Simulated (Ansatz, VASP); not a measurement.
Si4N: VASP beside Ansatz

```
CELL_PARAMETERS angstrom
3.83334 0.00000 0.00000
0.00000 3.83334 0.00000
0.00000 0.00000 21.10348
ATOMIC_POSITIONS crystal
Si 0.00000 0.50000 0.18954
Si 0.00000 0.00000 0.25376
Si 0.50000 0.00000 0.32071
Si 0.50000 0.50000 0.38399
N 0.87500 0.62500 0.52614
```

Alike in both runs: task single point; functional PBE; dispersion D3(BJ); k mesh 7 × 7 × 1; occupations gaussian, width 0.05 eV; collinear spin.

|  | VASP | Ansatz |
| --- | --- | --- |
| version | VASP 6.6.1 | Ansatz 0.2.0 |
| potentials or method | VASP PAW PBE potentials, release 64 (Si, N), cutoff 520 eV | scalar-relativistic, plane waves, PAW |
| valence electrons in the cell | 21 | 21 |

```csv
,VASP,Ansatz,Ansatz less VASP
gap on the k mesh at the Fermi level (eV),none,none,-
rms of the force components (eV/Å),0.087,0.087,+0.0002
net moment per atom (μB),0.53,0.53,0.000
size of the moment on the site where the two differ most (μB),1.89,2.74,+0.858
"work function, face that differs most (eV)",5.35,5.34,-0.001
```

Site moments also hang on the region over which each program counts them. Atom by atom the forces differ by 0.002 eV/Å (rms over components). A gap of «none» marks a metal or a gap that the smearing closes.
